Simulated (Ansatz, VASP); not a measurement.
Two plane-wave programs on MgO2

POSCAR

```
MgO2
1.0
    1.5646419906      0.9033464745      3.4066294030
   -1.5646419906      0.9033464745      3.4066294030
    0.0000000000     -1.8066929489      3.4066294030
Mg O
1 2
Direct
    0.0000000000      0.0000000000      0.0000000000
    0.4287860000      0.4287860000      0.4287860000
    0.5712140000      0.5712140000      0.5712140000
```

The input INCAR.step1:

```
SYSTEM = MgO2
  PREC = Accurate
  ENCUT = 920
  ISMEAR = 0
  SIGMA = 0.05
  LREAL = .FALSE.
  LASPH = .TRUE.
  NELM = 120
  NBANDS = 18
  GGA = PE
  ALGO = Normal
  EDIFF = 1E-5
  LWAVE = .TRUE.
  LCHARG = .FALSE.
  GGA_COMPAT = .FALSE.
```

INCAR.step2

```
SYSTEM = MgO2
  PREC = Accurate
  ENCUT = 920
  EDIFF = 1E-6
  ISMEAR = 0
  SIGMA = 0.05
  LREAL = .FALSE.
  LASPH = .TRUE.
  NELM = 120
  ALGO = Normal
  ISIF = 2
  LWAVE = .FALSE.
  LCHARG = .FALSE.
  METAGGA = R2SCAN
  LMIXTAU = .TRUE.
  NBANDS = 18
  ISTART = 1
  GGA_COMPAT = .FALSE.
```

File KPOINTS:

```
Automatic mesh
0
G
  12 12 12
  0 0 0
```

Input for Ansatz:

```yaml
crystal:
  lattice:
    - [1.5646419906, 0.9033464745, 3.406629403]
    - [-1.5646419906, 0.9033464745, 3.406629403]
    - [0.0, -1.8066929489, 3.406629403]
  atoms:
    - { symbol: Mg, position: [0.0, 0.0, 0.0] }
    - { symbol: O, position: [0.428786, 0.428786, 0.428786] }
    - { symbol: O, position: [0.571214, 0.571214, 0.571214] }
basis:
  ecutwfc: 500
kpoints:
  mp_grid: { grid: [12, 12, 12] }
hamiltonian:
  xc: r2scan
scf:
  occupations: { method: gaussian, width: 0.05 }
output:
  forces: true
  stress: true
  eigenvalues: true
```

Change from the starting cell: strain -0.025 along x and y, -0.025 along z, atoms carried along.

Alike in both runs: task single point; functional r2SCAN; k mesh 12 × 12 × 12; occupations gaussian, width 0.05 eV; no spin polarisation.

|  | VASP | Ansatz |
| --- | --- | --- |
| version | VASP 6.6.1 | Ansatz 0.2.0 |
| potentials or method | VASP PAW PBE potentials, release 64 (Mg_sv, O), cutoff 920 eV | scalar-relativistic, plane waves, PAW |
| valence electrons in the cell | 22 | 22 |

|  | VASP | Ansatz | Ansatz less VASP |
| --- | --- | --- | --- |
| gap on the k mesh at the Fermi level (eV) | 3.42 | 3.44 | +0.025 |
| least direct gap on the mesh (eV) | 3.42 | 3.44 | +0.025 |
| pressure (GPa) | 6.5 | 5.6 | -0.96 |
| traceless stress, the component that is largest in VASP (GPa) | 4.81 | 3.53 | -1.273 |
| rms of the force components (eV/Å) | 0.182 | 0.078 | -0.1042 |

VASP's potentials were made for PBE, not for r2SCAN. Atom by atom the forces differ by 0.104 eV/Å (rms over components). With one functional, cell and mesh, what is left measures potentials, basis and numerics.
